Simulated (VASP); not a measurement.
# Al32C (a cell with a defect) in VASP: single point with LDA

Aim: the single point of Al32C (a cell with a defect) with LDA.

Everything below comes from runs of VASP 6.6.1. Logs are shortened: lines on timing, memory, paths and dates and some standing lists are left out, and cuts for length are marked.

## 1. The cell of the first run

The cell holds a defect, 33 atoms: a = 8.100 Å, b = 8.100 Å, c = 8.100 Å, α = 90.00°, β = 90.00°, γ = 90.00°.

## 2. Single point, LDA

File INCAR:

```
SYSTEM = Al32C
PREC = Accurate
ENCUT = 520
EDIFF = 1E-7
ISMEAR = 0
SIGMA = 0.15
LREAL = Auto
LASPH = .TRUE.
NELM = 80
ALGO = Normal
ISIF = 2
LWAVE = .FALSE.
LCHARG = .TRUE.
GGA = CA
LELF = .TRUE.
LVHAR = .TRUE.
NBANDS = 72
```

File KPOINTS:

```
regular mesh
0
G
  2 2 2
  0 0 0
```

File POSCAR:

```
Al32C
1.0
    8.1000000000      0.0000000000      0.0000000000
    0.0000000000      8.1000000000      0.0000000000
    0.0000000000      0.0000000000      8.1000000000
Al C
32 1
Direct
    0.5105930864      0.0004443210      0.0003851852
    0.7500287654      0.2529295062      0.0002074074
    0.7500301235      0.0002316049      0.2528927160
   -0.0108929630      0.0004260494      0.0003692593
    0.2498681481      0.2611930864      0.0003532099
    0.5026086420      0.4998665432      0.0001319753
    0.7500475309      0.7475516049      0.0000935802
    0.2498670370      0.0004111111      0.2611374074
    0.5049871605      0.2549390123      0.2549524691
    0.7498712346      0.5004019753      0.2491813580
    0.5026054321      0.0001534568      0.4998853086
    0.7498714815      0.2492330864      0.5003466667
    0.7500465432      0.0001179012      0.7475232099
   -0.0027620988      0.4998858025      0.0001687654
    0.2498502469      0.7396803704      0.0003996296
   -0.0051469136      0.2551339506      0.2551403704
    0.2499262963      0.4999034568      0.2529024691
    0.5043602469      0.7455908642      0.2541377778
   -0.0027591358      0.0001959259      0.4999019753
    0.2499233333      0.2529364198      0.4999211111
    0.4986580247      0.5004138272      0.5003576543
    0.7498635802      0.7516924691      0.5003667901
    0.2498512346      0.0004579012      0.7396316049
    0.5044624691      0.2542323457      0.7455044444
    0.7498643210      0.5004220988      0.7516201235
   -0.0045343210      0.7453818519      0.2544402469
    0.0010424691      0.5004060494      0.5003507407
    0.2499660494      0.7475422222      0.4998703704
   -0.0046358025      0.2545279012      0.7453032099
    0.2499632099      0.4998524691      0.7475103704
    0.5035587654      0.7463069136      0.7463285185
   -0.0037316049      0.7460118519      0.7460275309
    0.2497743210      1.0006693827      0.0005861728
```

Potentials or basis: VASP PAW LDA potentials, release 64 (Al, C).

Launch:

```bash
cat potpaw_LDA.64/Al/POTCAR potpaw_LDA.64/C/POTCAR > POTCAR
mpirun -np 1 vasp_std > vasp.out
```

OUTCAR:

```text
SYSTEM = Al32C
   PREC = Accurate
   ENCUT = 520
   EDIFF = 1E-7
   ISMEAR = 0
   LREAL = Auto
   LASPH = .TRUE.
   NELM = 80
   ISIF = 2
   GGA = CA

 ion  position               nearest neighbor table
   1  0.511  0.000  0.000-  33 2.11   2 2.82   3 2.82  13 2.82   7 2.82  31 2.91  18 2.91  24 2.91
                             9 2.92   5 2.99   8 2.99  23 2.99  15 2.99
   2  0.750  0.253  0.000-   4 2.82   1 2.82  14 2.83   6 2.83  25 2.84  10 2.84  16 2.86   9 2.86
                            29 2.87  24 2.87   3 2.89  13 2.90
   3  0.750  0.000  0.253-   4 2.82   1 2.82  19 2.83  11 2.83  22 2.84  12 2.84  16 2.86   9 2.86
                            26 2.87  18 2.87   2 2.89   7 2.90
   4  0.989  0.000  0.000-  33 2.11   2 2.82   3 2.82  13 2.82   7 2.82  32 2.91  26 2.92  29 2.92
                            16 2.92  23 2.99  15 2.99   8 2.99   5 2.99
   5  0.250  0.261  0.000-  33 2.11  17 2.81  14 2.82   6 2.82  30 2.82  24 2.92  29 2.92   9 2.92
                            16 2.92  23 2.99   1 2.99   4 2.99   8 2.99
   6  0.503  0.500  0.000-   5 2.82  15 2.82   2 2.83   7 2.84  25 2.84  10 2.84  18 2.86   9 2.86
                            31 2.87  24 2.87  30 2.89  17 2.90
   7  0.750  0.748  0.000-   4 2.82   1 2.82  14 2.83   6 2.84  25 2.84  10 2.84  18 2.86  26 2.86
                            31 2.87  32 2.87  13 2.89   3 2.90
   8  0.250  0.000  0.261-  33 2.11  20 2.82  19 2.82  11 2.82  28 2.82  18 2.92  26 2.92   9 2.92
                            16 2.92  15 2.99   1 2.99   4 2.99   5 2.99
   9  0.505  0.255  0.255-  12 2.81  10 2.81  21 2.81  11 2.86   3 2.86   6 2.86   2 2.86  17 2.86
[... 32 lines left out ...]
                            27 2.88  12 2.88  21 2.88  22 2.88
  26  0.995  0.745  0.254-  10 2.81  27 2.81  22 2.82  14 2.86   7 2.86  28 2.86  17 2.86  19 2.87
                             3 2.87  15 2.91   4 2.92   8 2.92
  27  0.001  0.500  0.500-  16 2.81  29 2.81  26 2.81  32 2.81  28 2.84  30 2.84  17 2.84  20 2.84
                            10 2.88  12 2.88  25 2.88  22 2.88
  28  0.250  0.748  0.500-   8 2.82  23 2.82  17 2.83  30 2.84  21 2.84  27 2.84  32 2.86  26 2.86
                            31 2.86  18 2.86  11 2.89  19 2.89
  29  0.995  0.255  0.745-  12 2.81  27 2.81  25 2.81  19 2.86  13 2.86  30 2.86  20 2.86  14 2.87
                             2 2.87  23 2.91   4 2.92   5 2.92
  30  0.250  0.500  0.748-   5 2.82  15 2.82  20 2.83  28 2.84  21 2.84  27 2.84  32 2.86  29 2.86
                            31 2.86  24 2.86   6 2.89  14 2.89
  31  0.504  0.746  0.746-  21 2.82  25 2.82  22 2.82  30 2.86  28 2.86   6 2.87   7 2.87  11 2.87
                            13 2.87  15 2.91  23 2.91   1 2.91
  32  0.996  0.746  0.746-  27 2.81  25 2.82  22 2.82  30 2.86  28 2.86  14 2.87   7 2.87  19 2.87
                            13 2.87  15 2.91  23 2.91   4 2.91
  33  0.250  0.001  0.001-   5 2.11   8 2.11   4 2.11   1 2.11  23 2.11  15 2.11

  LATTYP: Found a simple cubic cell.
 ALAT       =     8.1000000000

  Lattice vectors:

 A1 = (   8.1000000000,   0.0000000000,   0.0000000000)
 A2 = (   0.0000000000,   8.1000000000,   0.0000000000)
 A3 = (   0.0000000000,   0.0000000000,   8.1000000000)

Analysis of symmetry for initial positions (statically):
=====================================================================
 Subroutine PRICEL returns:
 Original cell was already a primitive cell.

 Routine SETGRP: Setting up the symmetry group for a
 simple cubic supercell.

 Subroutine GETGRP returns: Found  1 space group operations
 (whereof  1 operations were pure point group operations)
 out of a pool of 48 trial point group operations.

The static configuration has the point symmetry C_1 .

Analysis of symmetry for dynamics (positions and initial velocities):
=====================================================================
 Subroutine PRICEL returns:
 Original cell was already a primitive cell.

 Routine SETGRP: Setting up the symmetry group for a
 simple cubic supercell.

 Subroutine GETGRP returns: Found  1 space group operations
 (whereof  1 operations were pure point group operations)
 out of a pool of 48 trial point group operations.

The dynamic configuration has the point symmetry C_1 .

 Subroutine INISYM returns: Found  1 space group operations
 (whereof  1 operations are pure point group operations),
 and found     1 'primitive' translations

----------------------------------------------------------------------------------------

                                     Primitive cell

  volume of cell :     531.4410

  direct lattice vectors                    reciprocal lattice vectors
     8.100000000  0.000000000  0.000000000     0.123456790  0.000000000  0.000000000
     0.000000000  8.100000000  0.000000000     0.000000000  0.123456790  0.000000000
     0.000000000  0.000000000  8.100000000     0.000000000  0.000000000  0.123456790

  length of vectors
     8.100000000  8.100000000  8.100000000     0.123456790  0.123456790  0.123456790

  position of ions in fractional coordinates (direct lattice)
     0.510593086  0.000444321  0.000385185
     0.750028765  0.252929506  0.000207407
     0.750030123  0.000231605  0.252892716
     0.989107037  0.000426049  0.000369259
     0.249868148  0.261193086  0.000353210
     0.502608642  0.499866543  0.000131975
[... 25 lines left out ...]
     0.996268395  0.746011852  0.746027531
     0.249774321  0.000669383  0.000586173

  ion indices of the primitive-cell ions
   primitive index   ion index
                 1           1
                 2           2
                 3           3
                 4           4
                 5           5
                 6           6
[... 25 lines left out ...]
                32          32
                33          33

----------------------------------------------------------------------------------------

 KPOINTS: regular mesh

Automatic generation of k-mesh.
 Grid dimensions read from file:
 generate k-points for:    2    2    2

 Generating k-lattice:

  Cartesian coordinates                     Fractional coordinates (reciprocal lattice)
     0.061728395  0.000000000  0.000000000     0.500000000  0.000000000  0.000000000
     0.000000000  0.061728395  0.000000000     0.000000000  0.500000000  0.000000000
     0.000000000  0.000000000  0.061728395     0.000000000  0.000000000  0.500000000

  Length of vectors
     0.061728395  0.061728395  0.061728395

  Shift w.r.t. Gamma in fractional coordinates (k-lattice)
     0.000000000  0.000000000  0.000000000

 Subroutine IBZKPT returns following result:
 ===========================================

 Found      8 irreducible k-points:

 Following reciprocal coordinates:
            Coordinates               Weight
  0.000000  0.000000  0.000000      1.000000
  0.500000  0.000000  0.000000      1.000000
  0.000000  0.500000  0.000000      1.000000
  0.000000  0.000000  0.500000      1.000000
  0.500000  0.500000  0.000000      1.000000
  0.000000  0.500000  0.500000      1.000000
  0.500000  0.000000  0.500000      1.000000
  0.500000  0.500000  0.500000      1.000000
   k-points           NKPTS =      8   k-points in BZ     NKDIM =      8   number of bands    NBANDS=     72
   number of dos      NEDOS =    301   number of ions     NIONS =     33
   total plane-waves  NPLWV = 216000
   dimension x,y,z NGX =    60 NGY =   60 NGZ =   60
   dimension x,y,z NGXF=   120 NGYF=  120 NGZF=  120
   ions per type =              32   1
   NGX,Y,Z   is equivalent  to a cutoff of  12.31, 12.31, 12.31 a.u.
   NGXF,Y,Z  is equivalent  to a cutoff of  24.63, 24.63, 24.63 a.u.
 SYSTEM =  Al32C
   PREC   = accura    normal or accurate (medium, high low for compatibility)
   ISTART =      0    job   : 0-new  1-cont  2-samecut
   ICHARG =      2    charge: 1-file 2-atom 10-const
   ISPIN  =      1    spin polarized calculation?
   LNONCOLLINEAR =      F non collinear calculations
   LSORBIT =      F    spin-orbit coupling
   LASPH  =      T    aspherical Exc in radial PAW
   ENCUT  =  520.0 eV  38.22 Ry    6.18 a.u.  15.06 15.06 15.06*2*pi/ulx,y,z
   NELM   =     80;   NELMIN=  2; NELMDL= -5     # of ELM steps
   EDIFF  = 0.1E-06   stopping-criterion for ELM
   LREAL  =      T    real-space projection
   EDIFFG = 0.1E-05   stopping-criterion for IOM
   NSW    =      0    number of steps for IOM
   IBRION =     -1    ionic relax: 0-MD 1-quasi-New 2-CG
   NFREE  =      0    steps in history (QN), initial steepest desc. (CG)
   ISIF   =      2    stress and relaxation
   ISYM   =      2    0-nonsym 1-usesym 2-fastsym
   POTIM  = 0.5000    time-step for ionic-motion
   TEBEG  =    0.0;   TEEND  =   0.0 temperature during run
   PSTRESS=    0.0 pullay stress
   NELECT =     100.0000    total number of electrons
   NUPDOWN=      -1.0000    fix difference up-down
   EMIN   =  10.00;   EMAX   =-10.00  energy-range for DOS
   EFERMI =   0.00;   METHOD = LEGACY
   ISMEAR =     0;   SIGMA  =   0.15  broadening in eV -4-tet -1-fermi 0-gaus
   EFERMI_NEDOS =   21; number of points for ismear=-14 and -15
   IALGO  =     38    algorithm
   IMIX   =      4    mixing-type and parameters
     AMIX     =   0.40;   BMIX     =  1.00
     AMIX_MAG =   1.60;   BMIX_MAG =  1.00
  volume/ion in A,a.u.               =      16.10       108.68
  Fermi-wavevector in a.u.,A,eV,Ry     =   0.938116  1.772782 11.973962  0.880061
  Thomas-Fermi vector in A             =   2.065295
   LORBIT       =      0    0 simple, 1 ext, 2 COOP (PROOUT), +10 PAW based schemes
   GGA     = CA    functional components
   LHFCALC =     F    Hartree Fock is set to
   AEXX    =    0.0000 exact exchange contribution
   IVDW    =     0    specifies the selected vdW correction
   LEPSILON=     F    determine dielectric tensor
   LRPA    =     F    only Hartree local field effects (RPA)
 non-spin polarized calculation
 Gauss-broadening in eV      SIGMA  =   0.15
  energy-cutoff  :      520.00
  volume of cell :      531.44
 maximum number of plane-waves:     14400
   NGX = 31   NGY = 31   NGZ = 31

 number of electron     100.0000001 magnetization

 Free energy of the ion-electron system (eV)
  ---------------------------------------------------
  ext. energy  EPLUGINS =         0.00000000
  ---------------------------------------------------
  free energy    TOTEN  =      -143.17153798 eV

  energy without entropy =     -143.07621327  energy(sigma->0) =     -143.12387562

 E-fermi :   7.6495     XC(G=0): -10.3917

 val. band max:        7.5911677570   @ k =   0.0000   0.5000   0.0000
 cond. band min:       7.8759263883   @ k =   0.0000   0.5000   0.5000
 fundamental gap:      0.2847586313
 Fermi energy:         7.6495212666

 k-point     1 :       0.0000    0.0000    0.0000
  band No.  band energies     occupation
      1      -5.1278      2.00000
      2      -2.8984      2.00000
      3      -1.0978      2.00000
      4      -1.0976      2.00000
      5      -1.0975      2.00000
      6      -1.0460      2.00000
[... 509 lines left out ...]
     61      11.1379      0.00000
     62      11.1380      0.00000
 [bands above 62 left out]

------------------------ aborting loop because EDIFF is reached ----------------------------------------

  FORCE on cell =-STRESS in cart. coord.  units (eV):
  Direction    XX          YY          ZZ          XY          YZ          ZX
  --------------------------------------------------------------------------------------
  -------------------------------------------------------------------------------------
  Total      -12.0979975    -12.0965461    -12.0985659     -0.0038864      0.0082248     -0.0026999
  in kB      -36.4727926    -36.4684169    -36.4745061     -0.0117165      0.0247961     -0.0081397
  external PRESSURE =     -36.4719052 kB  Pullay stress =       0.0000000 kB

 VOLUME and BASIS-vectors are now :
 -----------------------------------------------------------------------------
  energy-cutoff  :      520.00
  volume of cell :      531.44
      direct lattice vectors                 reciprocal lattice vectors
     8.100000000  0.000000000  0.000000000     0.123456790  0.000000000  0.000000000
     0.000000000  8.100000000  0.000000000     0.000000000  0.123456790  0.000000000
     0.000000000  0.000000000  8.100000000     0.000000000  0.000000000  0.123456790

 POSITION                                       TOTAL-FORCE (eV/Angst)
 -----------------------------------------------------------------------------------
      4.13580      0.00360      0.00312         0.007273     -0.003097     -0.002964
      6.07523      2.04873      0.00168        -0.001891     -0.001190     -0.002595
      6.07524      0.00188      2.04843        -0.002079     -0.002869     -0.001217
      8.01177      0.00345      0.00299        -0.007528     -0.002221     -0.001622
      2.02393      2.11566      0.00286         0.001007      0.007846     -0.002347
      4.07113      4.04892      0.00107        -0.001332      0.006414     -0.001255
[... 25 lines left out ...]
      8.06977      6.04270      6.04282        -0.023348     -0.011504     -0.012538
      2.02317      0.00542      0.00475        -0.001769      0.002121      0.003209
 -----------------------------------------------------------------------------------
    total drift:                                0.001502     -0.004863     -0.003996

  FREE ENERGIE OF THE ION-ELECTRON SYSTEM (eV)
  ---------------------------------------------------
  free  energy   TOTEN  =      -143.1715379844 eV

  energy  without entropy=     -143.0762132650  energy(sigma->0) =     -143.12387562
```

Wall time 12 min (1 thread of Intel Xeon 8259CL, shared host); peak memory 0.48 GiB.

Results:

* Free energy: -143.1715 eV
* Pressure: -3.6 GPa
* Largest force: 0.038 eV/Å
* Band gap on the k mesh: zero (bands 50 and 51 overlap by 0.90 eV)

Forces on the atoms (eV/Å):
```
Al   0.007 -0.003 -0.003
Al  -0.002 -0.001 -0.003
Al  -0.002 -0.003 -0.001
Al  -0.008 -0.002 -0.002
Al   0.001  0.008 -0.002
Al  -0.001  0.006 -0.001
Al  -0.002  0.002 -0.001
Al   0.001 -0.002  0.008
Al  -0.012 -0.003 -0.004
Al  -0.001  0.002 -0.006
Al  -0.002 -0.002  0.006
Al  -0.001 -0.007  0.002
Al  -0.002 -0.001  0.002
Al   0.001  0.006 -0.002
Al   0.001 -0.008 -0.003
Al   0.012 -0.008 -0.009
Al   0.001  0.006 -0.002
Al   0.005  0.000  0.016
Al   0.001 -0.003  0.005
Al   0.001 -0.002  0.005
Al  -0.001  0.004  0.003
Al  -0.001 -0.004  0.003
Al   0.001 -0.003 -0.007
Al   0.003  0.014  0.001
Al  -0.001  0.004 -0.002
Al  -0.004  0.006  0.009
Al   0.004  0.003  0.003
Al   0.000  0.002  0.006
Al  -0.002  0.007  0.007
Al   0.000  0.007  0.002
Al   0.026 -0.019 -0.020
Al  -0.023 -0.012 -0.013
C   -0.002  0.002  0.003
```

Levels at points of the mesh, in eV from the Fermi level:
| k point | band 48 | band 49 | band 50 | band 51 | band 52 | band 53 |
| --- | --- | --- | --- | --- | --- | --- |
| (0.00, 0.00, 0.00) | 0.31 | 0.35 | 0.35 | 0.35 | 0.41 | 0.41 |
| (0.50, 0.00, 0.00) | -0.17 | -0.17 | -0.12 | -0.11 | -0.06 | 0.45 |
| (0.00, 0.50, 0.00) | -0.17 | -0.17 | -0.12 | -0.11 | -0.06 | 0.45 |
| (0.00, 0.00, 0.50) | -0.17 | -0.17 | -0.12 | -0.11 | -0.06 | 0.45 |
| (0.50, 0.50, 0.00) | -0.31 | 0.23 | 0.23 | 0.25 | 0.57 | 1.00 |
| (0.00, 0.50, 0.50) | -0.31 | 0.23 | 0.23 | 0.25 | 0.57 | 1.00 |
| (0.50, 0.00, 0.50) | -0.31 | 0.23 | 0.23 | 0.25 | 0.57 | 1.00 |
| (0.50, 0.50, 0.50) | -0.55 | -0.55 | -0.54 | -0.54 | -0.54 | -0.48 |

Caveat: the k points lie up to 0.39 Å⁻¹ apart, too coarse for converged energies and pressures of a metal.
